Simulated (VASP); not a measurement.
# AlCu3 (R-3m) in VASP: further runs

Runs on AlCu3. Level: LDA. Tasks: single point.

Everything below comes from runs of VASP 6.6.1. Logs are shortened: lines on timing, memory, paths and dates and some standing lists are left out, and cuts for length are marked.

## 1. The cell of the first run

Symmetry: R-3m, No. 166, trigonal system. Conventional cell: a = 3.896 Å, b = 3.896 Å, c = 10.139 Å, α = 90.00°, β = 90.00°, γ = 120.00°. Within 3.2 Å of Al (site symmetry -3m) lie 14 Cu at 2.40 to 2.81 Å. Cu (site symmetry -3m) has 8 Cu at 2.40 to 2.53 Å and 6 Al at 2.81 Å within 3.2 Å. Within 3.2 Å of Cu (site symmetry 3m) lie 4 Al at 2.40 to 2.53 Å and 10 Cu at 2.40 to 2.81 Å.

## 2. Single point, LDA (11.10 Å³/atom)

Contents of INCAR:

```
SYSTEM = AlCu3
ALGO     = Fast           ! electronic algorithm
EDIFF    = 1E-6           ! SCF threshold, eV
ENCUT    = 520            ! plane-wave cutoff, eV
ISIF     = 2              ! what is computed and relaxed
ISMEAR   = 0              ! smearing method
LASPH    = .TRUE.         ! aspherical terms in the spheres
LCHARG   = .FALSE.        ! write CHGCAR
LREAL    = .FALSE.        ! projectors in reciprocal space
LWAVE    = .FALSE.        ! write WAVECAR
NBANDS   = 26             ! bands
NELM     = 100            ! most SCF steps
PREC     = Accurate       ! precision mode
SIGMA    = 0.15           ! smearing width, eV
```

Contents of KPOINTS:

```
k-points
0
G
  14 14 14
  0 0 0
```

Contents of POSCAR:

```
AlCu3
1.0
    0.1147754299      2.8693857487      2.8693857487
    2.8693857487      0.1147754299      2.8693857487
    2.8693857487      2.8693857487      0.1147754299
Al Cu
1 3
Direct
    0.0000000000      0.0000000000      0.0000000000
    0.5000000000      0.5000000000      0.5000000000
    0.2500000000      0.2500000000      0.2500000000
    0.7500000000      0.7500000000      0.7500000000
```

Potentials or basis: VASP PAW LDA potentials, release 64 (Al, Cu).

Started as:

```console
$ cat potpaw_LDA.64/Al/POTCAR potpaw_LDA.64/Cu/POTCAR > POTCAR
$ mpirun -np 1 vasp_std > vasp.out
```

OUTCAR:

```text
SYSTEM = AlCu3
   EDIFF = 1E-6
   ENCUT = 520
   ISIF = 2
   ISMEAR = 0
   LASPH = .TRUE.
   LREAL = .FALSE.
   NELM = 100
   PREC = Accurate

 ion  position               nearest neighbor table
   1  0.000  0.000  0.000-   4 2.40   4 2.40   4 2.40   3 2.40   3 2.40   3 2.40   4 2.53   3 2.53
                             2 2.81   2 2.81   2 2.81   2 2.81   2 2.81   2 2.81
   2  0.500  0.500  0.500-   3 2.40   3 2.40   3 2.40   4 2.40   4 2.40   4 2.40   4 2.53   3 2.53
                             1 2.81   1 2.81   1 2.81   1 2.81   1 2.81   1 2.81
   3  0.250  0.250  0.250-   1 2.40   1 2.40   1 2.40   2 2.40   2 2.40   2 2.40   2 2.53   1 2.53

   4  0.750  0.750  0.750-   2 2.40   2 2.40   2 2.40   1 2.40   1 2.40   1 2.40   2 2.53   1 2.53

  LATTYP: Found a trigonal (rhomboedric) cell.
 ALAT       =     4.0595470867
 COS(alpha) =     0.5395683453

  Lattice vectors:

 A1 = (   0.1147754299,   2.8693857487,   2.8693857487)
 A2 = (   2.8693857487,   0.1147754299,   2.8693857487)
 A3 = (   2.8693857487,   2.8693857487,   0.1147754299)

Analysis of symmetry for initial positions (statically):
=====================================================================
 Subroutine PRICEL returns:
 Original cell was already a primitive cell.

 Routine SETGRP: Setting up the symmetry group for a
 trigonal (rhombohedral) supercell.

 Subroutine GETGRP returns: Found 12 space group operations
 (whereof 12 operations were pure point group operations)
 out of a pool of 12 trial point group operations.

The static configuration has the point symmetry D_3d.

Analysis of symmetry for dynamics (positions and initial velocities):
=====================================================================
 Subroutine PRICEL returns:
 Original cell was already a primitive cell.

 Routine SETGRP: Setting up the symmetry group for a
 trigonal (rhombohedral) supercell.

 Subroutine GETGRP returns: Found 12 space group operations
 (whereof 12 operations were pure point group operations)
 out of a pool of 12 trial point group operations.

The dynamic configuration has the point symmetry D_3d.

 Subroutine INISYM returns: Found 12 space group operations
 (whereof 12 operations are pure point group operations),
 and found     1 'primitive' translations

----------------------------------------------------------------------------------------

                                     Primitive cell

  volume of cell :      44.4160

  direct lattice vectors                    reciprocal lattice vectors
     0.114775430  2.869385749  2.869385749    -0.185072973  0.177954782  0.177954782
     2.869385749  0.114775430  2.869385749     0.177954782 -0.185072973  0.177954782
     2.869385749  2.869385749  0.114775430     0.177954782  0.177954782 -0.185072973

  length of vectors
     4.059547087  4.059547087  4.059547087     0.312390483  0.312390483  0.312390483

  position of ions in fractional coordinates (direct lattice)
     0.000000000  0.000000000  0.000000000
     0.500000000  0.500000000  0.500000000
     0.250000000  0.250000000  0.250000000
     0.750000000  0.750000000  0.750000000

  ion indices of the primitive-cell ions
   primitive index   ion index
                 1           1
                 2           2
                 3           3
                 4           4

----------------------------------------------------------------------------------------

 KPOINTS: k-points

Automatic generation of k-mesh.
 Grid dimensions read from file:
 generate k-points for:   14   14   14

 Generating k-lattice:

  Cartesian coordinates                     Fractional coordinates (reciprocal lattice)
    -0.013219498  0.012711056  0.012711056     0.071428571  0.000000000  0.000000000
     0.012711056 -0.013219498  0.012711056     0.000000000  0.071428571  0.000000000
     0.012711056  0.012711056 -0.013219498     0.000000000  0.000000000  0.071428571

  Length of vectors
     0.022313606  0.022313606  0.022313606

  Shift w.r.t. Gamma in fractional coordinates (k-lattice)
     0.000000000  0.000000000  0.000000000

 Subroutine IBZKPT returns following result:
 ===========================================

 Found    288 irreducible k-points:

 Following reciprocal coordinates:
            Coordinates               Weight
  0.000000  0.000000  0.000000      1.000000
  0.071429  0.000000  0.000000      6.000000
  0.142857  0.000000  0.000000      6.000000
  0.214286  0.000000 -0.000000      6.000000
  0.285714  0.000000 -0.000000      6.000000
  0.357143  0.000000  0.000000      6.000000
[... 16 lines left out ...]
  0.214286  0.142857  0.000000     12.000000
  0.285714  0.142857  0.000000     12.000000
 [... further k-points ...]
   k-points           NKPTS =    288   k-points in BZ     NKDIM =    288   number of bands    NBANDS=     26
   number of dos      NEDOS =    301   number of ions     NIONS =      4
   total plane-waves  NPLWV =  27000
   dimension x,y,z NGX =    30 NGY =   30 NGZ =   30
   dimension x,y,z NGXF=    60 NGYF=   60 NGZF=   60
   ions per type =               1   3
   NGX,Y,Z   is equivalent  to a cutoff of  12.29, 12.29, 12.29 a.u.
   NGXF,Y,Z  is equivalent  to a cutoff of  24.57, 24.57, 24.57 a.u.
 SYSTEM =  AlCu3
   PREC   = accura    normal or accurate (medium, high low for compatibility)
   ISTART =      0    job   : 0-new  1-cont  2-samecut
   ICHARG =      2    charge: 1-file 2-atom 10-const
   ISPIN  =      1    spin polarized calculation?
   LNONCOLLINEAR =      F non collinear calculations
   LSORBIT =      F    spin-orbit coupling
   LASPH  =      T    aspherical Exc in radial PAW
   ENCUT  =  520.0 eV  38.22 Ry    6.18 a.u.   7.55  7.55  7.55*2*pi/ulx,y,z
   NELM   =    100;   NELMIN=  2; NELMDL= -5     # of ELM steps
   EDIFF  = 0.1E-05   stopping-criterion for ELM
   LREAL  =      F    real-space projection
   EDIFFG = 0.1E-04   stopping-criterion for IOM
   NSW    =      0    number of steps for IOM
   IBRION =     -1    ionic relax: 0-MD 1-quasi-New 2-CG
   NFREE  =      0    steps in history (QN), initial steepest desc. (CG)
   ISIF   =      2    stress and relaxation
   ISYM   =      2    0-nonsym 1-usesym 2-fastsym
   POTIM  = 0.5000    time-step for ionic-motion
   TEBEG  =    0.0;   TEEND  =   0.0 temperature during run
   PSTRESS=    0.0 pullay stress
   NELECT =      36.0000    total number of electrons
   NUPDOWN=      -1.0000    fix difference up-down
   EMIN   =  10.00;   EMAX   =-10.00  energy-range for DOS
   EFERMI =   0.00;   METHOD = LEGACY
   ISMEAR =     0;   SIGMA  =   0.15  broadening in eV -4-tet -1-fermi 0-gaus
   EFERMI_NEDOS =   21; number of points for ismear=-14 and -15
   IALGO  =     68    algorithm
   IMIX   =      4    mixing-type and parameters
     AMIX     =   0.40;   BMIX     =  1.00
     AMIX_MAG =   1.60;   BMIX_MAG =  1.00
  volume/ion in A,a.u.               =      11.10        74.93
  Fermi-wavevector in a.u.,A,eV,Ry     =   1.526379  2.884439 31.699320  2.329834
  Thomas-Fermi vector in A             =   2.634421
   LORBIT       =      0    0 simple, 1 ext, 2 COOP (PROOUT), +10 PAW based schemes
   GGA     = CA    functional components
   LHFCALC =     F    Hartree Fock is set to
   AEXX    =    0.0000 exact exchange contribution
   IVDW    =     0    specifies the selected vdW correction
   LEPSILON=     F    determine dielectric tensor
   LRPA    =     F    only Hartree local field effects (RPA)
 non-spin polarized calculation
 RMM-DIIS sequential band-by-band and
 Gauss-broadening in eV      SIGMA  =   0.15
  energy-cutoff  :      520.00
  volume of cell :       44.42
 maximum number of plane-waves:      1219
   NGX = 15   NGY = 15   NGZ = 15

 number of electron      35.9999974 magnetization

 Free energy of the ion-electron system (eV)
  ---------------------------------------------------
  ext. energy  EPLUGINS =         0.00000000
  ---------------------------------------------------
  free energy    TOTEN  =       -18.91667924 eV

  energy without entropy =      -18.90667941  energy(sigma->0) =      -18.91167932

 E-fermi :   9.5871     XC(G=0): -13.0756

 val. band max:        9.5867492890   @ k =  -0.4286   0.1429   0.1429
 cond. band min:       9.5961753765   @ k =   0.3571   0.2143   0.1429
 fundamental gap:      0.0094260875
 Fermi energy:         9.5870679927

 k-point     1 :       0.0000    0.0000    0.0000
  band No.  band energies     occupation
      1      -1.6948      2.00000
      2       4.3066      2.00000
      3       4.3066      2.00000
      4       4.3867      2.00000
      5       4.4665      2.00000
      6       4.4665      2.00000
[... 18 lines left out ...]
     25      16.6622      0.00000
     26      17.0535      0.00000

 k-point     2 :       0.0714    0.0000    0.0000
  band No.  band energies     occupation
      1      -1.6175      2.00000
      2       4.2724      2.00000
      3       4.2971      2.00000
      4       4.4160      2.00000
      5       4.4719      2.00000
      6       4.5148      2.00000
[... 18 lines left out ...]
     25      16.4637      0.00000
     26      16.7711      0.00000

 k-point     3 :       0.1429    0.0000    0.0000
  band No.  band energies     occupation
      1      -1.3868      2.00000
      2       4.2461      2.00000
      3       4.2994      2.00000
      4       4.3401      2.00000
      5       4.5816      2.00000
      6       4.6236      2.00000
[... 18 lines left out ...]
     25      16.4007      0.00000
     26      17.2417      0.00000

 k-point     4 :       0.2143    0.0000   -0.0000
  band No.  band energies     occupation
      1      -1.0072      2.00000
      2       4.2027      2.00000
      3       4.2510      2.00000
      4       4.3351      2.00000
      5       4.7150      2.00000
      6       4.7540      2.00000
[... 18 lines left out ...]
     25      17.0368      0.00000
     26      18.0862      0.00000
[... 496 lines left out ...]
      1      -1.2959      2.00000
      2       4.0360      2.00000
      3       4.4254      2.00000
      4       4.5316      2.00000
      5       4.5561      2.00000
      6       4.5757      2.00000
[... 18 lines left out ...]
     25      18.0223      0.00000
     26      18.1520      0.00000

 k-point    23 :       0.2143    0.1429    0.0000
  band No.  band energies     occupation
      1      -1.0234      2.00000
      2       3.9348      2.00000
      3       4.4568      2.00000
      4       4.5266      2.00000
      5       4.6389      2.00000
      6       4.6959      2.00000
[... 18 lines left out ...]
     25      18.0704      0.00000
     26      18.9038      0.00000

 k-point    24 :       0.2857    0.1429    0.0000
  band No.  band energies     occupation
      1      -0.6063      2.00000
      2       3.8367      2.00000
      3       4.4526      2.00000
      4       4.5336      2.00000
      5       4.7518      2.00000
      6       4.8224      2.00000
[... 18 lines left out ...]
     25      18.1306      0.00000
     26      19.7678      0.00000

 [... further k-points ...]

------------------------ aborting loop because EDIFF is reached ----------------------------------------

  FORCE on cell =-STRESS in cart. coord.  units (eV):
  Direction    XX          YY          ZZ          XY          YZ          ZX
  --------------------------------------------------------------------------------------
  -------------------------------------------------------------------------------------
  Total        2.5185335      2.5185335      2.5185335     -1.3707001     -1.3707001     -1.3707001
  in kB       90.8487311     90.8487311     90.8487311    -49.4439972    -49.4439972    -49.4439972
  external PRESSURE =      90.8487311 kB  Pullay stress =       0.0000000 kB

 VOLUME and BASIS-vectors are now :
 -----------------------------------------------------------------------------
  energy-cutoff  :      520.00
  volume of cell :       44.42
      direct lattice vectors                 reciprocal lattice vectors
     0.114775430  2.869385749  2.869385749    -0.185072973  0.177954782  0.177954782
     2.869385749  0.114775430  2.869385749     0.177954782 -0.185072973  0.177954782
     2.869385749  2.869385749  0.114775430     0.177954782  0.177954782 -0.185072973

 POSITION                                       TOTAL-FORCE (eV/Angst)
 -----------------------------------------------------------------------------------
      0.00000      0.00000      0.00000        -0.000000     -0.000000     -0.000000
      2.92677      2.92677      2.92677        -0.000000     -0.000000      0.000000
      1.46339      1.46339      1.46339         0.002363      0.002363      0.002363
      4.39016      4.39016      4.39016        -0.002363     -0.002363     -0.002363
 -----------------------------------------------------------------------------------
    total drift:                                0.000000     -0.000000      0.000000

  FREE ENERGIE OF THE ION-ELECTRON SYSTEM (eV)
  ---------------------------------------------------
  free  energy   TOTEN  =       -18.9166792393 eV

  energy  without entropy=      -18.9066794104  energy(sigma->0) =      -18.91167932
```

Wall time 7 min (1 thread of Intel Xeon 6975P-C (Granite Rapids), shared host); peak memory 0.36 GiB.

Results:

* Free energy: -18.9167 eV
* Pressure: 9.1 GPa
* Largest force: 0.004 eV/Å
* Band gap on the k mesh: zero (bands 18 and 19 overlap by 6.01 eV)

Forces in eV/Å, atoms in the order of the input:
```
Al   0.000  0.000  0.000
Cu   0.000  0.000  0.000
Cu   0.002  0.002  0.002
Cu  -0.002 -0.002 -0.002
```

Caveat: the cell stands under pressure.

## 3. Single point, LDA (11.10 Å³/atom)

Contents of INCAR:

```
PREC = Accurate
ENCUT = 520
EDIFF = 1E-6
ISMEAR = 0
SIGMA = 0.15
LREAL = F
LASPH = T
NELM = 60
ALGO = Fast
ISIF = 2
LWAVE = F
LCHARG = F
GGA = CA
NBANDS = 26
```

Contents of KPOINTS:

```
regular mesh
0
Gamma
  14 14 14
```

Contents of POSCAR:

```
AlCu3
1.0
   -0.1126285762      2.7556713282      2.7556713282
    2.7556713282     -0.1126285762      2.7556713282
    2.7556713282      2.7556713282     -0.1126285762
Al Cu
1 3
Direct
    0.0000000000      0.0000000000      0.0000000000
    0.5000000000      0.5000000000      0.5000000000
    0.2500000000      0.2500000000      0.2500000000
    0.7500000000      0.7500000000      0.7500000000
```

Potentials or basis: VASP PAW LDA potentials, release 64 (Al, Cu).

Started as:

```console
$ cat potpaw_LDA.64/Al/POTCAR potpaw_LDA.64/Cu/POTCAR > POTCAR
$ mpirun -np 1 vasp_std > vasp.out
```

It took 7.2 min on 1 thread of Intel Xeon 6975P-C (Granite Rapids), shared host; peak memory 0.36 GiB.

It converged, with:

| Item | Value |
| --- | --- |
| Free energy | -18.8978 eV |
| Pressure | 9.2 GPa |
| Largest force | 0.019 eV/Å |
| Band gap on the k mesh | zero (bands 18 and 19 overlap by 5.74 eV) |

Forces in eV/Å, atoms in the order of the input:
```
Al   0.000  0.000  0.000
Cu   0.000  0.000  0.000
Cu  -0.011 -0.011 -0.011
Cu   0.011  0.011  0.011
```

Stress tensor (GPa, compression positive):
```
9.17 6.56 6.56
6.56 9.17 6.56
6.56 6.56 9.17
```

Levels at points of the mesh, in eV from the Fermi level:
```
           k point  band 15  band 16  band 17  band 18  band 19  band 20  band 21  band 22
(0.00, 0.00, 0.00)    -2.74    -2.74     3.57     3.57     4.07     4.22     4.22     4.56
(0.50, 0.00, 0.00)    -2.75    -2.70    -2.39     2.74     2.80     3.17     3.18     4.29
(0.50, 0.50, 0.00)    -2.63    -2.63    -2.51    -2.31    -2.09     1.92     2.88    10.98
(0.50, 0.50, 0.50)    -2.68    -2.68    -2.37     2.35     2.35     2.78     2.78     3.38
```

Caveat: the cell stands under pressure.

## 4. Single point, LDA (11.10 Å³/atom)

Contents of INCAR:

```
PREC = Accurate ; ENCUT = 520
EDIFF = 1E-6 ; ISMEAR = 0
SIGMA = 0.15 ; LREAL = F
LASPH = T ; NELM = 80
ALGO = Fast ; ISIF = 2
LWAVE = F ; LCHARG = T
GGA = CA ; LELF = T
LVHAR = T ; NBANDS = 26
```

KPOINTS is that of step 3.

Contents of POSCAR:

```
AlCu3
1.0
    0.3520142747      2.9974121307      2.9974121307
    2.9974121307      0.3520142747      2.9974121307
    2.9974121307      2.9974121307      0.3520142747
Al Cu
1 3
Direct
    0.0000000000      0.0000000000      0.0000000000
    0.5000000000      0.5000000000      0.5000000000
    0.2500000000      0.2500000000      0.2500000000
    0.7500000000      0.7500000000      0.7500000000
```

Started as:

```console
$ cat potpaw_LDA.64/Al/POTCAR potpaw_LDA.64/Cu/POTCAR > POTCAR
$ mpirun -np 1 vasp_std > vasp.out
```

Run time: 5.8 min. Hardware: 1 thread of Intel Xeon 6975P-C (Granite Rapids), shared host; peak memory 0.37 GiB.

The run converged. Its results:

```yaml
Free_energy: -18.3513 eV
Pressure: 14.2 GPa
Largest_force: 0.031 eV/Å
Band_gap_on_the_k_mesh: zero (bands 18 and 19 overlap by 6.40 eV)
```

Forces on the atoms (eV/Å):
```
Al   0.000  0.000  0.000
Cu   0.000  0.000  0.000
Cu  -0.018 -0.018 -0.018
Cu   0.018  0.018  0.018
```

Stress tensor (GPa, compression positive):
```
 14.20 -10.86 -10.86
-10.86  14.20 -10.86
-10.86 -10.86  14.20
```

Levels at points of the mesh, in eV from the Fermi level:
```tsv
k point	band 16	band 17	band 18	band 19	band 20	band 21
(0.00, 0.00, 0.00)	-2.68	1.43	2.21	4.74	4.74	5.03
(0.50, 0.00, 0.00)	-2.76	-2.42	1.57	2.06	2.75	3.03
(0.50, 0.50, 0.00)	-2.59	-2.49	-2.37	-1.44	1.32	3.64
(0.50, 0.50, 0.50)	-2.68	-2.49	3.80	3.80	4.15	4.15
```

Caveat: the cell stands under pressure.

## 5. Single point, LDA (11.10 Å³/atom)

Contents of INCAR:

```
SYSTEM = AlCu3
  PREC = Accurate
  ENCUT = 520
  EDIFF = 1E-7
  ISMEAR = 0
  SIGMA = 0.15
  LREAL = .FALSE.
  LASPH = .TRUE.
  NELM = 80
  ALGO = Fast
  ISIF = 2
  LWAVE = .FALSE.
  LCHARG = .FALSE.
  GGA = CA
  NBANDS = 26
```

Contents of KPOINTS:

```
Automatic mesh
0
G
  14 14 14
  0 0 0
```

Contents of POSCAR:

```
AlCu3
1.0
   -0.3313187218      2.6553284095      2.6553284095
    2.6553284095     -0.3313187218      2.6553284095
    2.6553284095      2.6553284095     -0.3313187218
Al Cu
1 3
Direct
    0.0000000000      0.0000000000      0.0000000000
    0.5000000000      0.5000000000      0.5000000000
    0.2500000000      0.2500000000      0.2500000000
    0.7500000000      0.7500000000      0.7500000000
```

Started as:

```console
$ cat potpaw_LDA.64/Al/POTCAR potpaw_LDA.64/Cu/POTCAR > POTCAR
$ mpirun -np 1 vasp_std > vasp.out
```

It took 6.1 min on 1 thread of Intel Xeon 6975P-C (Granite Rapids), shared host; peak memory 0.35 GiB.

The run converged. Its results:

| Quantity | Value |
| --- | --- |
| Free energy | -17.8676 eV |
| Pressure | 17.5 GPa |
| Largest force | 0.147 eV/Å |
| Band gap on the k mesh | zero (bands 18 and 19 overlap by 5.37 eV) |

Forces on the atoms (eV/Å):
```
Al   0.000  0.000  0.000
Cu   0.000  0.000  0.000
Cu  -0.085 -0.085 -0.085
Cu   0.085  0.085  0.085
```

Stress tensor (GPa, compression positive):
```
17.46 25.28 25.28
25.28 17.46 25.28
25.28 25.28 17.46
```

Levels at points of the mesh, in eV from the Fermi level:
| k point | band 15 | band 16 | band 17 | band 18 | band 19 | band 20 | band 21 | band 22 |
| --- | --- | --- | --- | --- | --- | --- | --- | --- |
| (0.00, 0.00, 0.00) | -2.72 | -2.72 | 3.08 | 3.08 | 3.46 | 3.86 | 3.86 | 4.00 |
| (0.50, 0.00, 0.00) | -2.76 | -2.71 | -2.44 | 2.71 | 2.87 | 2.98 | 3.34 | 5.46 |
| (0.50, 0.50, 0.00) | -2.77 | -2.71 | -2.45 | -2.43 | -1.34 | 1.15 | 3.75 | 10.03 |
| (0.50, 0.50, 0.50) | -2.67 | -2.67 | -2.39 | 1.66 | 1.66 | 2.15 | 2.15 | 2.25 |

Caveat: the cell stands under pressure.

## 6. Overview

```tsv
cell	further INCAR settings	gap on the mesh (eV)	pressure (GPa)	largest force (eV/Å)
a = 4.060 Å, angles 57.3°, 4 atoms	ALGO = Fast; EDIFF = 1e-06; NBANDS = 26	none	9.1	-
a = 3.899 Å, angles 62.7°, 4 atoms	ALGO = Fast; EDIFF = 1e-06; NBANDS = 26	none	9.2	0.02
a = 4.254 Å, angles 52.2°, 4 atoms	ALGO = Fast; EDIFF = 1e-06; NBANDS = 26	none	14.2	0.03
a = 3.770 Å, angles 68.1°, 4 atoms	ALGO = Fast; EDIFF = 1e-07; NBANDS = 26	none	17.5	0.15
```

Alike in all rows: task single point; level LDA; potentials or basis VASP PAW LDA potentials, release 64 (Al, Cu); no spin polarisation; k mesh 14 × 14 × 14; cutoff (eV) 520; smearing gaussian 0.15 eV.

Caveats: the cell stands under pressure.

Total energies depend on the potentials used, so only differences within one code and one set of settings carry meaning.
